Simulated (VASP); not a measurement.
# HfB (Fm-3m) in VASP: a series of runs

The runs below take HfB through single point, with PBE.

Everything below comes from runs of VASP 6.6.1. Logs are shortened: lines on timing, memory, paths and dates and some standing lists are left out, and cuts for length are marked.

### 1 The cell of the first run

It takes space group Fm-3m (No. 225, cubic). Conventional cell: a = 4.735 Å, b = 4.735 Å, c = 4.735 Å, α = 90.00°, β = 90.00°, γ = 90.00°. Within 3.1 Å of Hf (site symmetry m-3m) lie 6 B at 2.37 Å. B (site symmetry m-3m) has 6 Hf at 2.37 Å within 3.1 Å.

### 2 Single point, PBE (volume scaled by 0.94)

Input file INCAR:

```
ALGO = Normal ; EDIFF = 1E-6
ENCUT = 520 ; GGA = PE
ISIF = 2 ; ISMEAR = 0
LASPH = T ; LCHARG = F
LREAL = F ; LWAVE = F
NBANDS = 14 ; NELM = 60
PREC = Accurate ; SIGMA = 0.1
```

Input file KPOINTS:

```
k-points
0
Gamma
  16 16 16
```

Input file POSCAR:

```
HfB
1.0
    0.0000000000      2.3675600061      2.3675600061
    2.3675600061      0.0000000000      2.3675600061
    2.3675600061      2.3675600061      0.0000000000
Hf B
1 1
Direct
    0.5000000000      0.5000000000      0.5000000000
    0.0000000000      0.0000000000      0.0000000000
```

Potentials or basis: VASP PAW PBE potentials, release 64 (Hf_pv, B).

Run with:

```console
cat potpaw_PBE.64/Hf_pv/POTCAR potpaw_PBE.64/B/POTCAR > POTCAR
mpirun -np 1 vasp_std > vasp.out
```

OUTCAR:

```text
EDIFF = 1E-6
   ENCUT = 520
   GGA = PE
   ISIF = 2
   ISMEAR = 0
   LASPH = T
   LREAL = F
   NELM = 60
   PREC = Accurate

 ion  position               nearest neighbor table
   1  0.500  0.500  0.500-   2 2.37   2 2.37   2 2.37   2 2.37   2 2.37   2 2.37
   2  0.000  0.000  0.000-   1 2.37   1 2.37   1 2.37   1 2.37   1 2.37   1 2.37

  LATTYP: Found a face centered cubic cell.
 ALAT       =     4.7351200122

  Lattice vectors:

 A1 = (   0.0000000000,   2.3675600061,   2.3675600061)
 A2 = (   2.3675600061,   0.0000000000,   2.3675600061)
 A3 = (   2.3675600061,   2.3675600061,   0.0000000000)

Analysis of symmetry for initial positions (statically):
=====================================================================
 Subroutine PRICEL returns:
 Original cell was already a primitive cell.

 Routine SETGRP: Setting up the symmetry group for a
 face centered cubic supercell.

 Subroutine GETGRP returns: Found 48 space group operations
 (whereof 48 operations were pure point group operations)
 out of a pool of 48 trial point group operations.

The static configuration has the point symmetry O_h .

Analysis of symmetry for dynamics (positions and initial velocities):
=====================================================================
 Subroutine PRICEL returns:
 Original cell was already a primitive cell.

 Routine SETGRP: Setting up the symmetry group for a
 face centered cubic supercell.

 Subroutine GETGRP returns: Found 48 space group operations
 (whereof 48 operations were pure point group operations)
 out of a pool of 48 trial point group operations.

The dynamic configuration has the point symmetry O_h .

 Subroutine INISYM returns: Found 48 space group operations
 (whereof 48 operations are pure point group operations),
 and found     1 'primitive' translations

----------------------------------------------------------------------------------------

                                     Primitive cell

  volume of cell :      26.5420

  direct lattice vectors                    reciprocal lattice vectors
     0.000000000  2.367560006  2.367560006    -0.211187889  0.211187889  0.211187889
     2.367560006  0.000000000  2.367560006     0.211187889 -0.211187889  0.211187889
     2.367560006  2.367560006  0.000000000     0.211187889  0.211187889 -0.211187889

  length of vectors
     3.348235470  3.348235470  3.348235470     0.365788154  0.365788154  0.365788154

  position of ions in fractional coordinates (direct lattice)
     0.500000000  0.500000000  0.500000000
     0.000000000  0.000000000  0.000000000

  ion indices of the primitive-cell ions
   primitive index   ion index
                 1           1
                 2           2

----------------------------------------------------------------------------------------

 KPOINTS: k-points

Automatic generation of k-mesh.
 Grid dimensions read from file:
 generate k-points for:   16   16   16

 Generating k-lattice:

  Cartesian coordinates                     Fractional coordinates (reciprocal lattice)
    -0.013199243  0.013199243  0.013199243     0.062500000  0.000000000  0.000000000
     0.013199243 -0.013199243  0.013199243     0.000000000  0.062500000  0.000000000
     0.013199243  0.013199243 -0.013199243     0.000000000  0.000000000  0.062500000

  Length of vectors
     0.022861760  0.022861760  0.022861760

  Shift w.r.t. Gamma in fractional coordinates (k-lattice)
     0.000000000  0.000000000  0.000000000

 Subroutine IBZKPT returns following result:
 ===========================================

 Found    145 irreducible k-points:

 Following reciprocal coordinates:
            Coordinates               Weight
  0.000000  0.000000  0.000000      1.000000
  0.062500  0.000000  0.000000      8.000000
  0.125000  0.000000  0.000000      8.000000
  0.187500  0.000000  0.000000      8.000000
  0.250000  0.000000  0.000000      8.000000
  0.312500  0.000000  0.000000      8.000000
[... 16 lines left out ...]
 -0.125000  0.062500  0.000000     24.000000
 -0.062500  0.062500  0.000000     12.000000
 [... further k-points ...]
   k-points           NKPTS =    145   k-points in BZ     NKDIM =    145   number of bands    NBANDS=     14
   number of dos      NEDOS =    301   number of ions     NIONS =      2
   total plane-waves  NPLWV =  21952
   dimension x,y,z NGX =    28 NGY =   28 NGZ =   28
   dimension x,y,z NGXF=    56 NGYF=   56 NGZF=   56
   ions per type =               1   1
   NGX,Y,Z   is equivalent  to a cutoff of  13.90, 13.90, 13.90 a.u.
   NGXF,Y,Z  is equivalent  to a cutoff of  27.81, 27.81, 27.81 a.u.
 SYSTEM =  unknown system
   PREC   = accura    normal or accurate (medium, high low for compatibility)
   ISTART =      0    job   : 0-new  1-cont  2-samecut
   ICHARG =      2    charge: 1-file 2-atom 10-const
   ISPIN  =      1    spin polarized calculation?
   LNONCOLLINEAR =      F non collinear calculations
   LSORBIT =      F    spin-orbit coupling
   LASPH  =      T    aspherical Exc in radial PAW
   ENCUT  =  520.0 eV  38.22 Ry    6.18 a.u.   6.23  6.23  6.23*2*pi/ulx,y,z
   NELM   =     60;   NELMIN=  2; NELMDL= -5     # of ELM steps
   EDIFF  = 0.1E-05   stopping-criterion for ELM
   LREAL  =      F    real-space projection
[... 7 lines left out ...]
   TEBEG  =    0.0;   TEEND  =   0.0 temperature during run
   PSTRESS=    0.0 pullay stress
   NELECT =      13.0000    total number of electrons
   NUPDOWN=      -1.0000    fix difference up-down
   EMIN   =  10.00;   EMAX   =-10.00  energy-range for DOS
   EFERMI =   0.00;   METHOD = LEGACY
   ISMEAR =     0;   SIGMA  =   0.10  broadening in eV -4-tet -1-fermi 0-gaus
   EFERMI_NEDOS =   21; number of points for ismear=-14 and -15
   IALGO  =     38    algorithm
   IMIX   =      4    mixing-type and parameters
     AMIX     =   0.40;   BMIX     =  1.00
     AMIX_MAG =   1.60;   BMIX_MAG =  1.00
  volume/ion in A,a.u.               =      13.27        89.56
  Fermi-wavevector in a.u.,A,eV,Ry     =   1.290461  2.438618 22.657648  1.665290
  Thomas-Fermi vector in A             =   2.422291
   LORBIT       =      0    0 simple, 1 ext, 2 COOP (PROOUT), +10 PAW based schemes
   GGA     = PE    functional components
   LHFCALC =     F    Hartree Fock is set to
   AEXX    =    0.0000 exact exchange contribution
   IVDW    =     0    specifies the selected vdW correction
   LEPSILON=     F    determine dielectric tensor
   LRPA    =     F    only Hartree local field effects (RPA)
 non-spin polarized calculation
 Gauss-broadening in eV      SIGMA  =   0.10
  energy-cutoff  :      520.00
  volume of cell :       26.54
 maximum number of plane-waves:       728
 NGX is ok and might be reduce to    28
   NGX = 13   NGY = 13   NGZ = 13

 number of electron      13.0000000 magnetization

 Free energy of the ion-electron system (eV)
  ---------------------------------------------------
  ext. energy  EPLUGINS =         0.00000000
  ---------------------------------------------------
  free energy    TOTEN  =       -17.40297991 eV

  energy without entropy =      -17.39871720  energy(sigma->0) =      -17.40084855

 E-fermi :   4.6622     XC(G=0): -11.9545

 val. band max:        4.6609700256   @ k =   0.5000   0.2500   0.0000
 cond. band min:       4.6695403558   @ k =   0.2500   0.0000   0.0000
 fundamental gap:      0.0085703302
 Fermi energy:         4.6622389554

 k-point     1 :       0.0000    0.0000    0.0000
  band No.  band energies     occupation
      1     -24.0301      2.00000
      2     -24.0301      2.00000
      3     -24.0301      2.00000
      4      -4.6722      2.00000
      5       6.7840      0.00000
      6       6.7840      0.00000
      7       6.7840      0.00000
      8       8.4041      0.00000
      9       8.4041      0.00000
     10       8.4041      0.00000
     11       8.6068      0.00000
     12       8.6068      0.00000
     13      16.0513      0.00000
     14      16.5602      0.00000

 k-point     2 :       0.0625    0.0000    0.0000
  band No.  band energies     occupation
      1     -24.0524      2.00000
      2     -24.0324      2.00000
      3     -24.0324      2.00000
      4      -4.5688      2.00000
      5       6.3833      0.00000
      6       6.7081      0.00000
      7       6.7081      0.00000
      8       7.6020      0.00000
      9       7.6020      0.00000
     10       8.6193      0.00000
     11       9.6940      0.00000
     12       9.6940      0.00000
     13      16.3188      0.00000
     14      16.6985      0.00000

 k-point     3 :       0.1250    0.0000    0.0000
  band No.  band energies     occupation
      1     -24.1155      2.00000
      2     -24.0391      2.00000
      3     -24.0391      2.00000
      4      -4.2657      2.00000
      5       5.5554      0.00000
      6       6.1221      0.00000
      7       6.1221      0.00000
      8       7.4980      0.00000
      9       7.4980      0.00000
     10       8.9485      0.00000
     11      11.0027      0.00000
     12      11.0027      0.00000
     13      17.0388      0.00000
     14      17.0794      0.00000

 k-point     4 :       0.1875    0.0000    0.0000
  band No.  band energies     occupation
      1     -24.2085      2.00000
      2     -24.0490      2.00000
      3     -24.0490      2.00000
      4      -3.7836      2.00000
      5       4.6146      1.49992
      6       5.3486      0.00000
      7       5.3486      0.00000
      8       7.8809      0.00000
      9       7.8809      0.00000
     10       9.2210      0.00000
     11      12.3937      0.00000
     12      12.3937      0.00000
     13      17.3972      0.00000
     14      18.1227      0.00000

 k-point     5 :       0.2500    0.0000    0.0000
  band No.  band energies     occupation
      1     -24.3159      2.00000
      2     -24.0607      2.00000
      3     -24.0607      2.00000
      4      -3.1542      2.00000
      5       3.6649      2.00000
      6       4.6695      0.91776
      7       4.6695      0.91776
      8       8.4594      0.00000
      9       8.4594      0.00000
     10       9.4929      0.00000
     11      13.8212      0.00000
[... 276 lines left out ...]
 k-point    22 :      -0.1875    0.0625    0.0000
  band No.  band energies     occupation
      1     -24.2473      2.00000
      2     -24.0753      2.00000
      3     -24.0455      2.00000
      4      -3.5082      2.00000
      5       4.2375      2.00000
      6       4.9378      0.00010
      7       5.0455      0.00000
      8       7.7121      0.00000
      9       8.5636      0.00000
     10       9.5633      0.00000
     11      12.1355      0.00000
     12      13.6661      0.00000
     13      17.5076      0.00000
     14      18.6434      0.00000

 k-point    23 :      -0.1250    0.0625    0.0000
  band No.  band energies     occupation
      1     -24.1522      2.00000
      2     -24.0605      2.00000
      3     -24.0367      2.00000
      4      -4.0376      2.00000
      5       5.1972      0.00000
      6       5.6132      0.00000
      7       5.6789      0.00000
      8       7.2392      0.00000
      9       8.1847      0.00000
     10       9.3054      0.00000
     11      10.8647      0.00000
     12      12.2472      0.00000
     13      17.2970      0.00000
     14      17.5890      0.00000

 k-point    24 :      -0.0625    0.0625    0.0000
  band No.  band energies     occupation
      1     -24.0832      2.00000
      2     -24.0455      2.00000
      3     -24.0320      2.00000
      4      -4.3992      2.00000
      5       6.0628      0.00000
      6       6.1263      0.00000
      7       6.5402      0.00000
      8       6.9394      0.00000
      9       7.9747      0.00000
     10       8.9848      0.00000
     11       9.8746      0.00000
     12      10.9038      0.00000
     13      16.7437      0.00000
     14      16.9175      0.00000

 [... further k-points ...]
[... 5 lines left out ...]
  --------------------------------------------------------------------------------------
  -------------------------------------------------------------------------------------
  Total        2.0199419      2.0199419      2.0199419      0.0000000     -0.0000000      0.0000000
  in kB      121.9316577    121.9316577    121.9316577      0.0000000     -0.0000000      0.0000000
  external PRESSURE =     121.9316577 kB  Pullay stress =       0.0000000 kB

 VOLUME and BASIS-vectors are now :
 -----------------------------------------------------------------------------
  energy-cutoff  :      520.00
  volume of cell :       26.54
      direct lattice vectors                 reciprocal lattice vectors
     0.000000000  2.367560006  2.367560006    -0.211187889  0.211187889  0.211187889
     2.367560006  0.000000000  2.367560006     0.211187889 -0.211187889  0.211187889
     2.367560006  2.367560006  0.000000000     0.211187889  0.211187889 -0.211187889

 POSITION                                       TOTAL-FORCE (eV/Angst)
 -----------------------------------------------------------------------------------
      2.36756      2.36756      2.36756        -0.000000     -0.000000     -0.000000
      0.00000      0.00000      0.00000         0.000000      0.000000      0.000000
 -----------------------------------------------------------------------------------
    total drift:                                0.000000      0.000000      0.000000

  FREE ENERGIE OF THE ION-ELECTRON SYSTEM (eV)
  ---------------------------------------------------
  free  energy   TOTEN  =       -17.4029799097 eV

  energy  without entropy=      -17.3987171975  energy(sigma->0) =      -17.40084855
```

Wall time 52 s (1 thread of Intel Xeon Platinum 8259CL at 2.50GHz (Skylake/Cascade Lake), shared host); peak memory 0.2 GiB.

Results:

- Free energy: -17.4030 eV
- Pressure: 12.2 GPa

Caveat: spin-orbit coupling is left out, which moves the levels of the heavy elements.

### 3 Single point, PBE (volume scaled by 0.97)

Input file INCAR:

```
SYSTEM = HfB
  PREC = Accurate
  ENCUT = 520
  EDIFF = 1E-6
  ISMEAR = 0
  SIGMA = 0.1
  LREAL = .False.
  LASPH = .True.
  NELM = 60
  ALGO = Normal
  ISIF = 2
  LWAVE = .False.
  LCHARG = .False.
  GGA = PE
  NBANDS = 14
```

Input file KPOINTS:

```
Automatic mesh
0
Gamma
  16 16 16
  0 0 0
```

Input file POSCAR:

```
HfB
1.0
    0.0000000000      2.3924835220      2.3924835220
    2.3924835220      0.0000000000      2.3924835220
    2.3924835220      2.3924835220      0.0000000000
Hf B
1 1
Direct
    0.5000000000      0.5000000000      0.5000000000
    0.0000000000      0.0000000000      0.0000000000
```

Potentials or basis: VASP PAW PBE potentials, release 64 (Hf_pv, B).

Run with:

```console
cat potpaw_PBE.64/Hf_pv/POTCAR potpaw_PBE.64/B/POTCAR > POTCAR
mpirun -np 1 vasp_std > vasp.out
```

Wall time 45 s (1 thread of Intel Xeon Platinum 8259CL at 2.50GHz (Skylake/Cascade Lake), shared host); peak memory 0.2 GiB.

Results (log left out):

```
Free energy : -17.4502 eV
Pressure    : 5.7 GPa
```

Levels at points of the mesh, in eV from the Fermi level:
```csv
k point,band 4,band 5,band 6,band 7,band 8,band 9,band 10,band 11
"(0.00, 0.00, 0.00)",-9.23,2.08,2.08,2.08,3.65,3.65,3.65,3.83
"(0.50, 0.00, 0.00)",-4.70,-4.41,-1.19,-1.19,5.85,5.85,6.72,7.87
"(0.50, 0.50, 0.00)",-6.45,-1.19,-0.84,2.03,2.03,5.58,7.02,7.02
```

Caveat: spin-orbit coupling is left out, which moves the levels of the heavy elements.
